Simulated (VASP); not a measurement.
Crystal: S.

```
S
1.0
     4.14379    0.00000    0.00000
     0.00000    4.14379    0.00000
     0.00000    0.00000    4.95935
S
3
Cartesian
  2.0719 2.0719 3.8068
  0.0000 2.0719 4.6779
  2.0719 0.0000 4.6779
```

The cell was generated, and may not be a known phase.

```yaml
Program: VASP 6.6.1
Task: relaxation of cell and atoms
Functional: PBE
Potentials_or_basis: VASP PAW PBE potentials, release 64 (S)
Cutoff: 500 eV
k_mesh: 8 × 8 × 6
Occupations: gaussian, width 0.02 eV
Spin: no spin polarisation
```

At the start: pressure 0.6 GPa; volume 28.39 Å³/atom.

Q: How do energy, volume and symmetry change on relaxing?

A: Over 23 steps the energy falls by 3.3 meV/atom and the volume is 26.76 Å³/atom (-5.7 %); space group P4mm (No. 99, to 0.1 Å) before and after.

Step by step:
```
step  energy change (eV)  largest force (eV/Å)  pressure (GPa)  volume (Å³)
   1              0.0000                0.4451            0.64        85.16
   2             -0.0053                0.1097           -0.62        86.55
   3             -0.0067                0.0640           -0.23        86.10
   4             -0.0076                0.0251           -0.09        85.71
   5             -0.0077                0.0065           -0.03        85.52
   6             -0.0077                0.0053           -0.03        85.51
   7             -0.0077                0.0070           -0.02        85.43
   8             -0.0079                0.0119           -0.01        85.20
   9             -0.0082                0.0215            0.01        84.72
  10             -0.0087                0.0418            0.06        83.78
  11             -0.0093                0.0855            0.17        81.90
  12             -0.0079                0.1893            0.46        78.14
  13             -0.0092                0.1186            0.24        81.15
  14             -0.0092                0.1176            0.24        81.13
  15             -0.0093                0.1139            0.23        81.07
  16             -0.0094                0.1065            0.21        80.94
  17             -0.0095                0.0920            0.17        80.70
  18             -0.0098                0.0637            0.10        80.21
  19             -0.0097                0.0096           -0.05        79.22
  20             -0.0098                0.0396            0.03        79.75
  21             -0.0098                0.0356            0.03        79.81
  22             -0.0099                0.0240            0.02        79.96
  23             -0.0099                0.0011           -0.01        80.28
```

Final structure:
```cif
data_structure
_symmetry_space_group_name_H-M 'P 1'
_symmetry_Int_Tables_number 1
_cell_length_a 4.1484
_cell_length_b 4.1484
_cell_length_c 4.6648
_cell_angle_alpha 90.000
_cell_angle_beta 90.000
_cell_angle_gamma 90.000
_cell_volume 80.28
loop_
_atom_site_label
_atom_site_type_symbol
_atom_site_fract_x
_atom_site_fract_y
_atom_site_fract_z
_atom_site_occupancy
S1 S 0.50000 0.50000 0.75564 1
S2 S 0.00000 0.50000 0.94923 1
S3 S 0.50000 0.00000 0.94923 1
```

Caveat: this functional lacks dispersion, which binds layers or chains, so the pressure and a relaxed spacing across them are unreliable.
